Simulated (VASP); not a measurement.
# Ni (Pm-3m) in VASP: a series of runs, part 2 of 2

VASP 6.6.1. Earlier steps stand in the parts before.

### Step 3. Single point, RPBE, collinear spin, ferromagnetic start (volume scaled by 1.04)

INCAR

```
SYSTEM = Ni
PREC = Accurate
ENCUT = 520
EDIFF = 1E-7
ISMEAR = -1
SIGMA = 0.05
LREAL = .False.
LASPH = .True.
NELM = 150
ALGO = Normal
ISIF = 2
LWAVE = .False.
LCHARG = .True.
ISPIN = 2
MAGMOM = 0.661
LORBIT = 11
LMAXMIX = 4
GGA = RP
LELF = .True.
LVHAR = .True.
NBANDS = 15
```

KPOINTS

```
Automatic mesh
0
Gamma
  15 15 15
  0 0 0
```

POSCAR

```
Ni
1.0
    2.3860770753      0.0000000000      0.0000000000
    0.0000000000      2.3860770753      0.0000000000
    0.0000000000      0.0000000000      2.3860770753
Ni
1
Direct
    0.0000000000      0.0000000000      0.0000000000
```

Potentials or basis: VASP PAW PBE potentials, release 64 (Ni).

The run is started by

```
cat potpaw_PBE.64/Ni/POTCAR > POTCAR
mpirun -np 1 vasp_std > vasp.out
```

Run time: 61 s. Hardware: 1 thread of Intel Xeon 8259CL, shared host; peak memory 0.15 GiB.

Results (log left out):

```yaml
Free_energy: -4.2818 eV
Pressure: -4.0 GPa
Net_moment: 0.68 μB per cell
Site_moments: Ni +0.69 μB
Valence_electrons_inside_the_program's_atomic_spheres: Ni 9.14
```

Levels at points of the mesh, in eV from the Fermi level:
Spin up:
```tsv
k point	band 2	band 3	band 4	band 5	band 6	band 7	band 8	band 9
(0.00, 0.00, 0.00)	-3.37	-3.37	-0.53	-0.53	-0.53	18.53	18.53	18.53
```
Spin down:
```
           k point  band 3  band 4  band 5  band 6  band 7  band 8
(0.00, 0.00, 0.00)   -2.78    0.29    0.29    0.29   18.59   18.59
```

Caveat: the cell differs from its parent crystal (volume scaled by 1.04); the PAW data sets were made with another functional, which shifts forces and pressure a little.

### Step 4. Single point, RPBE, collinear spin, ferromagnetic start (volume scaled by 1.08)

INCAR

```
SYSTEM = Ni
ALGO = Normal
EDIFF = 1E-7
ENCUT = 520
GGA = RP
ISIF = 2
ISMEAR = -1
ISPIN = 2
LASPH = .TRUE.
LCHARG = .FALSE.
LMAXMIX = 4
LORBIT = 11
LREAL = .FALSE.
LWAVE = .FALSE.
MAGMOM = 0.661
NBANDS = 15
NELM = 150
PREC = Accurate
SIGMA = 0.05
```

KPOINTS

```
k-points
0
G
  15 15 15
  0 0 0
```

POSCAR

```
Ni
1.0
    2.4162837893      0.0000000000      0.0000000000
    0.0000000000      2.4162837893      0.0000000000
    0.0000000000      0.0000000000      2.4162837893
Ni
1
Direct
    0.0000000000      0.0000000000      0.0000000000
```

The run is started by

```
cat potpaw_PBE.64/Ni/POTCAR > POTCAR
mpirun -np 1 vasp_std > vasp.out
```

Run time: 71 s. Hardware: 1 thread of Intel Xeon 8259CL, shared host; peak memory 0.15 GiB.

Results (log left out):

| Item | Value |
| --- | --- |
| Free energy | -4.2634 eV |
| Pressure | -7.2 GPa |
| Net moment | 0.76 μB per cell |
| Site moments | Ni +0.78 μB |
| Valence electrons inside the program's atomic spheres | Ni 9.09 |

Levels at points of the mesh, in eV from the Fermi level:
Spin up:
```
           k point  band 1  band 2  band 3  band 4  band 5  band 6  band 7  band 8  band 9  band 10
(0.00, 0.00, 0.00)   -7.33   -3.30   -3.30   -0.61   -0.61   -0.61   18.08   18.08   18.08    21.57
```
Spin down:
| k point | band 2 | band 3 | band 4 | band 5 | band 6 | band 7 | band 8 | band 9 |
| --- | --- | --- | --- | --- | --- | --- | --- | --- |
| (0.00, 0.00, 0.00) | -2.61 | -2.61 | 0.29 | 0.29 | 0.29 | 18.14 | 18.14 | 18.14 |

Caveat: the cell differs from its parent crystal (volume scaled by 1.08); the PAW data sets were made with another functional, which shifts forces and pressure a little.

### Step 5. Single point, RPBE, collinear spin, ferromagnetic start (volume scaled by 1.12)

INCAR

```
SYSTEM = Ni
ALGO = Normal
EDIFF = 1E-7
ENCUT = 520
GGA = RP
ISIF = 2
ISMEAR = -1
ISPIN = 2
LASPH = .True.
LCHARG = .True.
LELF = .True.
LMAXMIX = 4
LORBIT = 11
LREAL = .False.
LVHAR = .True.
LWAVE = .False.
MAGMOM = 0.661
NBANDS = 15
NELM = 150
PREC = Accurate
SIGMA = 0.05
```

KPOINTS

```
k-points
0
Gamma
  15 15 15
  0 0 0
```

POSCAR

```
Ni
1.0
    2.4457535692      0.0000000000      0.0000000000
    0.0000000000      2.4457535692      0.0000000000
    0.0000000000      0.0000000000      2.4457535692
Ni
1
Direct
    0.0000000000      0.0000000000      0.0000000000
```

The run is started by

```
cat potpaw_PBE.64/Ni/POTCAR > POTCAR
mpirun -np 1 vasp_std > vasp.out
```

It took 74 s on 1 thread of Intel Xeon 8259CL, shared host; peak memory 0.15 GiB.

It converged, with:

```
Free energy                                           : -4.2354 eV
Pressure                                              : -9.9 GPa
Net moment                                            : 0.80 μB per cell
Site moments                                          : Ni +0.82 μB
Valence electrons inside the program's atomic spheres : Ni 9.05
```

Levels at points of the mesh, in eV from the Fermi level:
Spin up:
```csv
k point,band 3,band 4,band 5,band 6,band 7,band 8
"(0.00, 0.00, 0.00)",-3.20,-0.65,-0.65,-0.65,17.66,17.66
```
Spin down:
```
           k point  band 2  band 3  band 4  band 5  band 6  band 7  band 8  band 9
(0.00, 0.00, 0.00)   -2.47   -2.47    0.28    0.28    0.28   17.72   17.72   17.72
```

Caveat: the cell differs from its parent crystal (volume scaled by 1.12); the PAW data sets were made with another functional, which shifts forces and pressure a little.

### Step 6. Relaxation of cell and atoms, RPBE, collinear spin, ferromagnetic start

This run uses another cell than the first one, of 11.81 Å³/atom, 0.904 times its volume.

INCAR

```
SYSTEM = Ni
PREC = Accurate
ENCUT = 600
EDIFF = 1E-6
ISMEAR = -1
SIGMA = 0.05
LREAL = .False.
LASPH = .True.
NELM = 150
ALGO = Normal
ISIF = 3
LWAVE = .False.
LCHARG = .False.
ISPIN = 2
MAGMOM = 0.8
LORBIT = 11
LMAXMIX = 4
GGA = RP
IBRION = 2
NSW = 80
EDIFFG = -0.01
```

KPOINTS

```
regular mesh
0
Gamma
  14 14 14
  0 0 0
```

POSCAR

```
Ni
1.0
    2.2775907947      0.0000000000      0.0000000000
    0.0000000000      2.2775907947      0.0000000000
    0.0000000000      0.0000000000      2.2775907947
Ni
1
Direct
    0.0000000000      0.0000000000      0.0000000000
```

Potentials or basis: VASP PAW PBE potentials, release 64 (Ni).

The run is started by

```
cat potpaw_PBE.64/Ni/POTCAR > POTCAR
mpirun -np 1 vasp_std > vasp.out
```

Run time: 2 min. Hardware: 1 thread of Intel Xeon 8259CL, shared host; peak memory 0.15 GiB.

The run converged. Its results:

| Property | Result |
| --- | --- |
| Free energy | -4.2868 eV |
| Relaxed volume | 13.04 Å³/atom |
| Relaxed cell | a = 2.354 Å, b = 2.354 Å, c = 2.354 Å, α = 90.00°, β = 90.00°, γ = 90.00° |
| Space group after relaxing (to 0.05 Å) | Pm-3m (No. 221) |
| Energy gained by relaxing | 55.1 meV/atom |
| Ionic steps | 5 |
| Pressure after relaxing | -0.1 GPa |
| Net moment | 0.55 μB per cell |
| Site moments | Ni +0.56 μB |
| Valence electrons inside the program's atomic spheres | Ni 9.19 |

The path:
```tsv
step	energy change (eV)	largest force (eV/Å)	pressure (GPa)	volume (Å³)
1	0.0000	0.0000	15.94	11.81
2	-0.0372	0.0000	-6.17	13.94
3	-0.0551	0.0000	-0.13	13.07
4	-0.0551	0.0000	0.17	13.04
5	-0.0551	0.0000	-0.10	13.04
```

Final structure:
```
CELL_PARAMETERS angstrom
2.35379 0.00000 0.00000
0.00000 2.35379 0.00000
0.00000 0.00000 2.35379
ATOMIC_POSITIONS crystal
Ni 0.00000 0.00000 0.00000
```

Levels at points of the mesh, in eV from the Fermi level:
Spin up:
| k point | band 2 | band 3 | band 4 | band 5 | band 6 | band 7 | band 8 | band 9 |
| --- | --- | --- | --- | --- | --- | --- | --- | --- |
| (0.00, 0.00, 0.00) | -3.45 | -3.45 | -0.42 | -0.42 | -0.42 | 19.03 | 19.03 | 19.03 |
| (0.50, 0.00, 0.00) | -3.04 | -1.38 | -1.38 | -0.95 | -0.33 | 3.42 | 24.12 | 26.13 |
| (0.50, 0.50, 0.00) | -2.73 | -1.19 | -1.19 | 0.30 | 5.12 | 5.12 | 10.83 | 10.99 |
| (0.50, 0.50, 0.50) | -3.14 | -3.14 | 0.36 | 0.36 | 11.49 | 11.49 | 11.49 | 13.69 |
Spin down:
| k point | band 3 | band 4 | band 5 | band 6 | band 7 | band 8 |
| --- | --- | --- | --- | --- | --- | --- |
| (0.00, 0.00, 0.00) | -2.99 | 0.26 | 0.26 | 0.26 | 19.08 | 19.08 |
| (0.50, 0.00, 0.00) | -0.99 | -0.75 | -0.75 | 0.35 | 3.79 | 24.01 |
| (0.50, 0.50, 0.00) | -0.54 | -0.54 | 0.90 | 5.12 | 5.12 | 11.07 |
| (0.50, 0.50, 0.50) | -2.62 | 0.95 | 0.95 | 11.56 | 11.56 | 11.56 |

Caveat: the PAW data sets were made with another functional, which shifts forces and pressure a little.

### Step 7. Single point, RPBE, collinear spin, ferromagnetic start

INCAR

```
SYSTEM = Ni
ALGO = Normal ; EDIFF = 1E-7
ENCUT = 520 ; GGA = RP
ISIF = 2 ; ISMEAR = -1
ISPIN = 2 ; LASPH = .TRUE.
LCHARG = .FALSE. ; LMAXMIX = 4
LORBIT = 11 ; LREAL = .FALSE.
LWAVE = .FALSE. ; MAGMOM = 0.6
NBANDS = 15 ; NELM = 150
PREC = Accurate ; SIGMA = 0.05
```

KPOINTS

```
k-points
0
G
  22 22 22
  0 0 0
```

POSCAR

```
Ni
1.0
    2.3550855535      0.0000000000      0.0000000000
    0.0000000000      2.3550855535      0.0000000000
    0.0000000000      0.0000000000      2.3550855535
Ni
1
Direct
    0.0000000000      0.0000000000      0.0000000000
```

The run is started by

```
cat potpaw_PBE.64/Ni/POTCAR > POTCAR
mpirun -np 1 vasp_std > vasp.out
```

It took 3.1 min on 1 thread of Intel Xeon 8259CL, shared host; peak memory 0.21 GiB.

Results (log left out):

* Free energy: -4.2886 eV
* Pressure: 0.3 GPa
* Net moment: 0.62 μB per cell
* Site moments: Ni +0.62 μB
* Valence electrons inside the program's atomic spheres: Ni 9.19

Levels at points of the mesh, in eV from the Fermi level:
Spin up:
```
           k point  band 1  band 2  band 3  band 4  band 5  band 6  band 7  band 8  band 9  band 10
(0.00, 0.00, 0.00)   -7.77   -3.48   -3.48   -0.47   -0.47   -0.47   19.00   19.00   19.00    22.66
(0.50, 0.00, 0.00)   -3.81   -3.08   -1.43   -1.43   -0.95   -0.38    3.37   24.09   26.08    26.08
(0.50, 0.50, 0.00)   -4.03   -2.76   -1.23   -1.23    0.25    5.10    5.10   10.78   10.96    30.55
(0.50, 0.50, 0.50)   -3.17   -3.17   -3.17    0.30    0.30   11.46   11.46   11.46   13.67    16.61
```
Spin down:
| k point | band 3 | band 4 | band 5 | band 6 | band 7 | band 8 |
| --- | --- | --- | --- | --- | --- | --- |
| (0.00, 0.00, 0.00) | -2.96 | 0.28 | 0.28 | 0.28 | 19.06 | 19.06 |
| (0.50, 0.00, 0.00) | -0.99 | -0.73 | -0.73 | 0.37 | 3.79 | 23.99 |
| (0.50, 0.50, 0.00) | -0.52 | -0.52 | 0.93 | 5.12 | 5.12 | 11.06 |
| (0.50, 0.50, 0.50) | -2.60 | 0.98 | 0.98 | 11.54 | 11.54 | 11.54 |

Caveat: the PAW data sets were made with another functional, which shifts forces and pressure a little.

### Step 8. Overview

| task | cell | k mesh | cutoff (eV) | gap on the mesh (eV) | pressure (GPa) | moment (μB) |
| --- | --- | --- | --- | --- | --- | --- |
| single point | a = 2.355 Å, 1 atom | 15 × 15 × 15 | 520 | none | 0.2 | 0.62 |
| single point | a = 2.386 Å, 1 atom | 15 × 15 × 15 | 520 | none | -4.0 | 0.68 |
| single point | a = 2.416 Å, 1 atom | 15 × 15 × 15 | 520 | none | -7.2 | 0.76 |
| single point | a = 2.446 Å, 1 atom | 15 × 15 × 15 | 520 | none | -9.9 | 0.80 |
| relaxation of cell and atoms | relaxed from a = 2.278 Å, 1 atom | 14 × 14 × 14 | 600 | none | -0.1 | 0.55 |
| single point | a = 2.355 Å, 1 atom | 22 × 22 × 22 | 520 | none | 0.3 | 0.62 |

Alike in all rows: level RPBE; potentials or basis VASP PAW PBE potentials, release 64 (Ni); spin collinear, ferromagnetic start; smearing fermi-dirac 0.05 eV.

Caveats: the PAW data sets were made with another functional, which shifts forces and pressure a little.

Total energies depend on the potentials used, so only differences within one code and one set of settings carry meaning.
